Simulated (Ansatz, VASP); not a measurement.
**Re: VASP beside Ansatz**

File INCAR:

```
SYSTEM = Re
  PREC = Accurate
  ENCUT = 520
  EDIFF = 1E-6
  ISMEAR = 1
  SIGMA = 0.1
  LREAL = .FALSE.
  LASPH = .TRUE.
  NELM = 120
  ALGO = Normal
  ISIF = 2
  LWAVE = .FALSE.
  LCHARG = .FALSE.
  LDIPOL = .TRUE.
  IDIPOL = 3
  DIPOL = 0.5 0.5 0.432
  GGA = PS
  IVDW = 12
  NBANDS = 54
  GGA_COMPAT = .FALSE.
  NELMDL = -8
```

KPOINTS

```
Automatic mesh
0
G
  9 9 1
  0 0 0
```

POSCAR

```
Re
1.0
    4.9167405016      0.0000000000      0.0000000000
   -2.4583702508      4.2580221782      0.0000000000
    0.0000000000      0.0000000000     23.5129290565
Re
12
Direct
    0.3333333333      0.3333333333      0.2977085493
    0.0000000000      0.6666666667      0.2977085493
    0.6666666667      1.0000000000      0.2977085493
    0.6666666667      0.6666666667      0.3848971678
    0.3333333333      1.0000000000      0.3848971678
    0.0000000000      0.3333333333      0.3818557096
    0.3244254519      0.3333333333      0.4794706697
    0.0000000000      0.6577587853      0.4794706697
    0.6755745481      1.0089078814      0.4794706697
    0.6666666667      0.6666666667      0.5615349598
    0.3333333333      1.0000000000      0.5615349598
    0.0000000000      0.3333333333      0.5818634848
```

Input for Ansatz:

```yaml
crystal:
  lattice:
    - [4.9167405016, 0.0, 0.0]
    - [-2.4583702508, 4.2580221782, 0.0]
    - [0.0, 0.0, 23.5129290565]
  atoms:
    - { symbol: Re, position: [0.3333333333, 0.3333333333, 0.2977085493] }
    - { symbol: Re, position: [0.0, 0.6666666667, 0.2977085493] }
    - { symbol: Re, position: [0.6666666667, 1.0, 0.2977085493] }
    - { symbol: Re, position: [0.6666666667, 0.6666666667, 0.3848971678] }
    - { symbol: Re, position: [0.3333333333, 1.0, 0.3848971678] }
    - { symbol: Re, position: [0.0, 0.3333333333, 0.3818557096] }
    - { symbol: Re, position: [0.3244254519, 0.3333333333, 0.4794706697] }
    - { symbol: Re, position: [0.0, 0.6577587853, 0.4794706697] }
    - { symbol: Re, position: [0.6755745481, 1.0089078814, 0.4794706697] }
    - { symbol: Re, position: [0.6666666667, 0.6666666667, 0.5615349598] }
    - { symbol: Re, position: [0.3333333333, 1.0, 0.5615349598] }
    - { symbol: Re, position: [0.0, 0.3333333333, 0.5818634848] }
basis:
  ecutwfc: 420
kpoints:
  mp_grid: { grid: [9, 9, 1] }
hamiltonian:
  xc: pbesol
  dispersion: d3bj
  pseudopotentials: { kind: paw, azcp: { folder: soft_1 } }
scf:
  occupations: { method: methfessel_paxton, width: 0.1 }
  n_extra_bands: 10
  max_iter: 160
output:
  forces: true
  eigenvalues: true
  write_density: true
  write_potential: true
  elf: true
  volumetric_format: npy
efield:
  axis: 3
  dipole_correction: true
```

Alike in both runs: task single point; functional PBEsol; dispersion D3(BJ); k mesh 9 × 9 × 1; occupations methfessel-paxton of order 1, width 0.1 eV; no spin polarisation.

|  | VASP | Ansatz |
| --- | --- | --- |
| version | VASP 6.6.1 | Ansatz 0.2.0 |
| potentials or method | VASP PAW PBE potentials, release 64 (Re), cutoff 520 eV | scalar-relativistic, plane waves, PAW |
| valence electrons in the cell | 84 | 180 |

|  | VASP | Ansatz | Ansatz less VASP |
| --- | --- | --- | --- |
| gap on the k mesh at the Fermi level (eV) | none | none | - |
| rms of the force components (eV/Å) | 0.775 | 0.785 | +0.0102 |

VASP's potentials were made for PBE, not for PBEsol, and Ansatz warns of the same on its side. Atom by atom the forces differ by 0.046 eV/Å (rms over components). A gap of «none» marks a metal or a gap that the smearing closes. VASP's potentials hold 84 valence electrons a cell and Ansatz's 180, so a difference there can come from the potentials and not from the codes. Ansatz's warnings: xc potential rough in thin density.

Spin-orbit coupling is off throughout.
